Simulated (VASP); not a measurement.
# BN (Imm2) in VASP: notebook

Runs on BN. Level: r2SCAN. Tasks: single point.

All numbers are computed with VASP 6.6.1; they aren't measurements. Logs are shortened: lines on timing, memory, paths and dates and some standing lists are left out, and cuts for length are marked.

### 1 The cell of the first run

The structure is orthorhombic, space group Imm2 (No. 44). Conventional cell: a = 2.545 Å, b = 2.583 Å, c = 3.626 Å, α = 90.00°, β = 90.00°, γ = 90.00°. B (site symmetry mm2) has 4 N at 1.56 to 1.58 Å within 2.1 Å. N (site symmetry mm2) has 4 B at 1.56 to 1.58 Å within 2.1 Å.

### 2 Single point, r2SCAN (strain +0.0150 x Voigt [0, 0, 0, 0, 1, 0])

POSCAR

```
BN
1.0
    0.0135975075      1.8130010000      1.8130010000
    1.8265985075      0.0000000000      1.8265985075
    1.8130010000      1.8130010000      0.0135975075
B N
1 1
Direct
    0.0000000000      0.0000000000      0.0000000000
    0.7500000000      0.7500000000      0.7500000000
```

INCAR.step1

```
PREC = Accurate
ENCUT = 520
ISMEAR = 0
SIGMA = 0.05
LREAL = F
LASPH = T
NELM = 80
NBANDS = 11
GGA = PE
ALGO = Normal
EDIFF = 1E-4
LWAVE = T
LCHARG = F
```

INCAR.step2

```
PREC = Accurate
ENCUT = 520
EDIFF = 1E-6
ISMEAR = 0
SIGMA = 0.05
LREAL = F
LASPH = T
NELM = 80
ALGO = Normal
ISIF = 2
LWAVE = F
LCHARG = T
METAGGA = R2SCAN
LMIXTAU = T
LELF = T
LVHAR = T
NBANDS = 11
ISTART = 1
```

KPOINTS

```
Automatic mesh
0
Gamma
  12 12 12
```

Potentials or basis: VASP PAW PBE potentials, release 64 (B, N).

The run is started by

```sh
> cat potpaw_PBE.64/B/POTCAR potpaw_PBE.64/N/POTCAR > POTCAR
> cp INCAR.step1 INCAR
> mpirun -np 1 vasp_std > vasp.out
> cp INCAR.step2 INCAR
> mpirun -np 1 vasp_std > vasp.out
```

OUTCAR:

```text
PREC = Accurate
   ENCUT = 520
   EDIFF = 1E-6
   ISMEAR = 0
   LREAL = F
   LASPH = T
   NELM = 80
   ISIF = 2
   METAGGA = R2SCAN
   ISTART = 1

 ion  position               nearest neighbor table
   1  0.000  0.000  0.000-   2 1.56   2 1.56   2 1.58   2 1.58
   2  0.750  0.750  0.750-   1 1.56   1 1.56   1 1.58   1 1.58

  LATTYP: Found a body centered orthorhombic cell.
 ALAT       =     2.5447408233
 B/A-ratio  =     1.0151133501
 C/A-ratio  =     1.4249003147

  Lattice vectors:

 A1 = (   0.0135975075,  -1.8130010000,   1.8130010000)
 A2 = (  -0.0135975075,  -1.8130010000,  -1.8130010000)
 A3 = (   1.8130010000,   1.8130010000,   0.0135975075)

Analysis of symmetry for initial positions (statically):
=====================================================================
 Subroutine PRICEL returns:
 Original cell was already a primitive cell.

 Routine SETGRP: Setting up the symmetry group for a
 body centered orthorhombic supercell.

 Subroutine GETGRP returns: Found  4 space group operations
 (whereof  4 operations were pure point group operations)
 out of a pool of  8 trial point group operations.

The static configuration has the point symmetry C_2v.

Analysis of symmetry for dynamics (positions and initial velocities):
=====================================================================
 Subroutine PRICEL returns:
 Original cell was already a primitive cell.

 Routine SETGRP: Setting up the symmetry group for a
 body centered orthorhombic supercell.

 Subroutine GETGRP returns: Found  4 space group operations
 (whereof  4 operations were pure point group operations)
 out of a pool of  8 trial point group operations.

The dynamic configuration has the point symmetry C_2v.

 Subroutine INISYM returns: Found  4 space group operations
 (whereof  4 operations are pure point group operations),
 and found     1 'primitive' translations

----------------------------------------------------------------------------------------

                                     Primitive cell

  volume of cell :      11.9179

  direct lattice vectors                    reciprocal lattice vectors
     0.013597507  1.813001000  1.813001000    -0.277869862  0.275785838  0.277869862
     1.826598507  0.000000000  1.826598507     0.273732842 -0.275785838  0.273732842
     1.813001000  1.813001000  0.013597507     0.277869862  0.275785838 -0.277869862

  length of vectors
     2.564006658  2.583200382  2.564006658     0.480084523  0.475307443  0.480084523

  position of ions in fractional coordinates (direct lattice)
     0.000000000  0.000000000  0.000000000
     0.750000000  0.750000000  0.750000000

  ion indices of the primitive-cell ions
   primitive index   ion index
                 1           1
                 2           2

----------------------------------------------------------------------------------------

 KPOINTS: Automatic mesh

Automatic generation of k-mesh.
 Grid dimensions read from file:
 generate k-points for:   12   12   12

 Generating k-lattice:

  Cartesian coordinates                     Fractional coordinates (reciprocal lattice)
    -0.023155822  0.022982153  0.023155822     0.083333333  0.000000000  0.000000000
     0.022811070 -0.022982153  0.022811070    -0.000000000  0.083333333 -0.000000000
     0.023155822  0.022982153 -0.023155822     0.000000000  0.000000000  0.083333333

  Length of vectors
     0.040007044  0.039608954  0.040007044

  Shift w.r.t. Gamma in fractional coordinates (k-lattice)
     0.000000000  0.000000000  0.000000000

 Subroutine IBZKPT returns following result:
 ===========================================

 Found    280 irreducible k-points:

 Following reciprocal coordinates:
            Coordinates               Weight
  0.000000  0.000000  0.000000      1.000000
  0.083333  0.000000 -0.000000      4.000000
  0.166667  0.000000 -0.000000      4.000000
  0.250000  0.000000  0.000000      4.000000
  0.333333  0.000000  0.000000      4.000000
  0.416667  0.000000  0.000000      4.000000
[... 16 lines left out ...]
  0.250000  0.166667  0.000000      8.000000
  0.333333  0.166667  0.000000      8.000000
 [... further k-points ...]
   k-points           NKPTS =    280   k-points in BZ     NKDIM =    280   number of bands    NBANDS=     11
   number of dos      NEDOS =    301   number of ions     NIONS =      2
   total plane-waves  NPLWV =   8000
   dimension x,y,z NGX =    20 NGY =   20 NGZ =   20
   dimension x,y,z NGXF=    40 NGYF=   40 NGZF=   40
   ions per type =               1   1
   NGX,Y,Z   is equivalent  to a cutoff of  12.97, 12.87, 12.97 a.u.
   NGXF,Y,Z  is equivalent  to a cutoff of  25.94, 25.74, 25.94 a.u.
 SYSTEM =  unknown system
   PREC   = accura    normal or accurate (medium, high low for compatibility)
   ISTART =      1    job   : 0-new  1-cont  2-samecut
   ICHARG =      0    charge: 1-file 2-atom 10-const
   ISPIN  =      1    spin polarized calculation?
   LNONCOLLINEAR =      F non collinear calculations
   LSORBIT =      F    spin-orbit coupling
   LASPH  =      T    aspherical Exc in radial PAW
   ENCUT  =  520.0 eV  38.22 Ry    6.18 a.u.   4.77  4.80  4.77*2*pi/ulx,y,z
   NELM   =     80;   NELMIN=  2; NELMDL=  0     # of ELM steps
   EDIFF  = 0.1E-05   stopping-criterion for ELM
   LREAL  =      F    real-space projection
   EDIFFG = 0.1E-04   stopping-criterion for IOM
   NSW    =      0    number of steps for IOM
   IBRION =     -1    ionic relax: 0-MD 1-quasi-New 2-CG
   NFREE  =      0    steps in history (QN), initial steepest desc. (CG)
   ISIF   =      2    stress and relaxation
   ISYM   =      2    0-nonsym 1-usesym 2-fastsym
   POTIM  = 0.5000    time-step for ionic-motion
   TEBEG  =    0.0;   TEEND  =   0.0 temperature during run
   PSTRESS=    0.0 pullay stress
   NELECT =       8.0000    total number of electrons
   NUPDOWN=      -1.0000    fix difference up-down
   EMIN   =  10.00;   EMAX   =-10.00  energy-range for DOS
   EFERMI =   0.00;   METHOD = LEGACY
   ISMEAR =     0;   SIGMA  =   0.05  broadening in eV -4-tet -1-fermi 0-gaus
   EFERMI_NEDOS =   21; number of points for ismear=-14 and -15
   IALGO  =     38    algorithm
   IMIX   =      4    mixing-type and parameters
     AMIX     =   0.40;   BMIX     =  1.00
     AMIX_MAG =   1.60;   BMIX_MAG =  1.00
  volume/ion in A,a.u.               =       5.96        40.21
  Fermi-wavevector in a.u.,A,eV,Ry     =   1.433414  2.708759 27.955554  2.054675
  Thomas-Fermi vector in A             =   2.552935
   LORBIT       =      0    0 simple, 1 ext, 2 COOP (PROOUT), +10 PAW based schemes
   METAGGA = R2SCAN    functional components
   LHFCALC =     F    Hartree Fock is set to
   AEXX    =    0.0000 exact exchange contribution
   IVDW    =     0    specifies the selected vdW correction
   LEPSILON=     F    determine dielectric tensor
   LRPA    =     F    only Hartree local field effects (RPA)
 non-spin polarized calculation
 Gauss-broadening in eV      SIGMA  =   0.05
  energy-cutoff  :      520.00
  volume of cell :       11.92
 maximum number of plane-waves:       332
   NGX =  9   NGY =  9   NGZ =  9

 number of electron       7.9999999 magnetization

 Free energy of the ion-electron system (eV)
  ---------------------------------------------------
  ext. energy  EPLUGINS =         0.00000000
  ---------------------------------------------------
  free energy    TOTEN  =       -19.16666337 eV

  energy without entropy =      -19.16666337  energy(sigma->0) =      -19.16666337

 E-fermi :   7.3793     XC(G=0): -13.5982

 val. band max:        7.1614862284   @ k =   0.0000   0.0000   0.0000
 cond. band min:      12.0818985243   @ k =   0.5000   0.0000   0.5000
 fundamental gap:      4.9204122959
 Fermi energy:         7.3792796466

 k-point     1 :       0.0000    0.0000    0.0000
  band No.  band energies     occupation
      1     -14.0556      2.00000
      2       7.1028      2.00000
      3       7.1287      2.00000
      4       7.1615      2.00000
      5      16.4123      0.00000
      6      16.5462      0.00000
      7      16.8175      0.00000
      8      18.1083      0.00000
      9      33.0847      0.00000
     10      35.7627      0.00000
     11      35.7698      0.00000

 k-point     2 :       0.0833    0.0000   -0.0000
  band No.  band energies     occupation
      1     -13.8799      2.00000
      2       6.2217      2.00000
      3       6.9146      2.00000
      4       6.9477      2.00000
      5      16.7065      0.00000
      6      16.7066      0.00000
      7      17.0589      0.00000
      8      18.7726      0.00000
      9      32.8852      0.00000
     10      33.5461      0.00000
     11      33.6909      0.00000

 k-point     3 :       0.1667    0.0000   -0.0000
  band No.  band energies     occupation
      1     -13.3599      2.00000
      2       4.0624      2.00000
      3       6.4573      2.00000
      4       6.4785      2.00000
      5      16.9663      0.00000
      6      17.3900      0.00000
      7      17.6790      0.00000
      8      20.2299      0.00000
      9      31.8911      0.00000
     10      32.0563      0.00000
     11      32.3738      0.00000

 k-point     4 :       0.2500    0.0000    0.0000
  band No.  band energies     occupation
      1     -12.5221      2.00000
      2       1.5093      2.00000
      3       5.9300      2.00000
      4       5.9356      2.00000
      5      17.2185      0.00000
      6      18.0368      0.00000
      7      18.2942      0.00000
      8      21.6583      0.00000
      9      31.4567      0.00000
     10      31.6192      0.00000
     11      31.8619      0.00000
[... 239 lines left out ...]
 k-point    22 :       0.1667    0.1667   -0.0000
  band No.  band energies     occupation
      1     -13.1400      2.00000
      2       4.9437      2.00000
      3       5.3381      2.00000
      4       5.3401      2.00000
      5      15.5065      0.00000
      6      19.0752      0.00000
      7      19.2184      0.00000
      8      19.8240      0.00000
      9      27.3320      0.00000
     10      34.7805      0.00000
     11      37.0749      0.00000

 k-point    23 :       0.2500    0.1667    0.0000
  band No.  band energies     occupation
      1     -12.5210      2.00000
      2       3.0860      2.00000
      3       4.7044      2.00000
      4       5.0958      2.00000
      5      15.4051      0.00000
      6      19.4554      0.00000
      7      20.1818      0.00000
      8      20.5141      0.00000
      9      26.8611      0.00000
     10      35.0465      0.00000
     11      36.4549      0.00000

 k-point    24 :       0.3333    0.1667    0.0000
  band No.  band energies     occupation
      1     -11.6129      2.00000
      2       0.8264      2.00000
      3       4.2547      2.00000
      4       4.5640      2.00000
      5      15.8009      0.00000
      6      19.8999      0.00000
      7      20.6894      0.00000
      8      20.8655      0.00000
      9      27.7084      0.00000
     10      34.8577      0.00000
     11      36.3352      0.00000

 [... further k-points ...]
[... 5 lines left out ...]
  --------------------------------------------------------------------------------------
  -------------------------------------------------------------------------------------
  Total       -0.2937357     -0.3025752     -0.2937357     -0.0000000      0.0000000     -0.5072156
  in kB      -39.4882275    -40.6765653    -39.4882275     -0.0000000      0.0000000    -68.1872949
  external PRESSURE =     -39.8843401 kB  Pullay stress =       0.0000000 kB

 VOLUME and BASIS-vectors are now :
 -----------------------------------------------------------------------------
  energy-cutoff  :      520.00
  volume of cell :       11.92
      direct lattice vectors                 reciprocal lattice vectors
     0.013597507  1.813001000  1.813001000    -0.277869862  0.275785838  0.277869862
     1.826598507  0.000000000  1.826598507     0.273732842 -0.275785838  0.273732842
     1.813001000  1.813001000  0.013597507     0.277869862  0.275785838 -0.277869862

 POSITION                                       TOTAL-FORCE (eV/Angst)
 -----------------------------------------------------------------------------------
      0.00000      0.00000      0.00000        -0.000000     -0.005637     -0.000000
      2.73990      2.71950      2.73990         0.000000      0.005637      0.000000
 -----------------------------------------------------------------------------------
    total drift:                               -0.000000      0.000004     -0.000000

  FREE ENERGIE OF THE ION-ELECTRON SYSTEM (eV)
  ---------------------------------------------------
  free  energy   TOTEN  =       -19.1666633723 eV

  energy  without entropy=      -19.1666633723  energy(sigma->0) =      -19.16666337
```

Wall time 81 s (1 thread of AMD EPYC 9R45 (Zen 5), shared host); peak memory 0.12 GiB.

What came out:

- Free energy: -19.1667 eV
- Pressure: -4.0 GPa
- Largest force: 0.006 eV/Å
- Band gap on the k mesh: 4.92 eV, indirect (least direct gap 9.25 eV)

Forces in eV/Å, atoms in the order of the input:
```
B    0.000 -0.006  0.000
N    0.000  0.006  0.000
```

Caveat: the cell differs from its parent crystal (strain +0.0150 x Voigt [0, 0, 0, 0, 1, 0]); the PAW data sets were made with another functional, which shifts forces and pressure a little. A k mesh can miss the band edges.

### 3 Single point, r2SCAN (strain +0.0050 x Voigt [0, 0, 0, 0, 1, 0])

POSCAR

```
BN
1.0
    0.0045325025      1.8130010000      1.8130010000
    1.8175335025      0.0000000000      1.8175335025
    1.8130010000      1.8130010000      0.0045325025
B N
1 1
Direct
    0.0000000000      0.0000000000      0.0000000000
    0.7500000000      0.7500000000      0.7500000000
```

INCAR.step1

```
  PREC = Accurate
  ENCUT = 520
  ISMEAR = 0
  SIGMA = 0.05
  LREAL = False
  LASPH = True
  NELM = 80
  NBANDS = 11
  GGA = PE
  ALGO = Normal
  EDIFF = 1E-4
  LWAVE = True
  LCHARG = False
```

INCAR.step2

```
  PREC = Accurate
  ENCUT = 520
  EDIFF = 1E-7
  ISMEAR = 0
  SIGMA = 0.05
  LREAL = False
  LASPH = True
  NELM = 80
  ALGO = Normal
  ISIF = 2
  LWAVE = False
  LCHARG = True
  METAGGA = R2SCAN
  LMIXTAU = True
  LELF = True
  LVHAR = True
  NBANDS = 11
  ISTART = 1
```

KPOINTS

```
regular mesh
0
Gamma
  12 12 12
```

Potentials or basis: VASP PAW PBE potentials, release 64 (B, N).

The run is started by

```sh
> cat potpaw_PBE.64/B/POTCAR potpaw_PBE.64/N/POTCAR > POTCAR
> cp INCAR.step1 INCAR
> mpirun -np 1 vasp_std > vasp.out
> cp INCAR.step2 INCAR
> mpirun -np 1 vasp_std > vasp.out
```

It took 95 s on 1 thread of AMD EPYC 9R45 (Zen 5), shared host; peak memory 0.12 GiB.

It converged, with:

- Free energy: -19.1700 eV
- Pressure: -4.1 GPa
- Band gap on the k mesh: 4.95 eV, indirect (least direct gap 9.40 eV)

Stress tensor (GPa, compression positive):
```
-4.08  0.00 -2.27
 0.00 -4.10  0.00
-2.27  0.00 -4.08
```

Levels at points of the mesh, in eV from the valence-band top:
```
           k point  band 1  band 2  band 3  band 4  band 5  band 6  band 7  band 8  band 9
(0.00, 0.00, 0.00)  -21.20   -0.02   -0.01    0.00    9.40    9.46    9.54   10.90   25.94
(0.50, 0.00, 0.00)  -16.92  -11.00   -2.03   -2.02   10.60   11.35   11.43   16.30   24.71
(0.00, 0.50, 0.00)  -16.97  -11.01   -1.99   -1.98   10.70   11.39   11.46   16.29   24.74
(0.50, 0.50, 0.00)  -15.54   -9.27   -5.06   -5.06    4.95    9.75   19.10   19.10   22.02
(0.50, 0.00, 0.50)  -15.54   -9.27   -5.11   -5.01    4.95    9.75   19.10   19.11   22.02
```

Caveat: the cell differs from its parent crystal (strain +0.0050 x Voigt [0, 0, 0, 0, 1, 0]); the PAW data sets were made with another functional, which shifts forces and pressure a little.
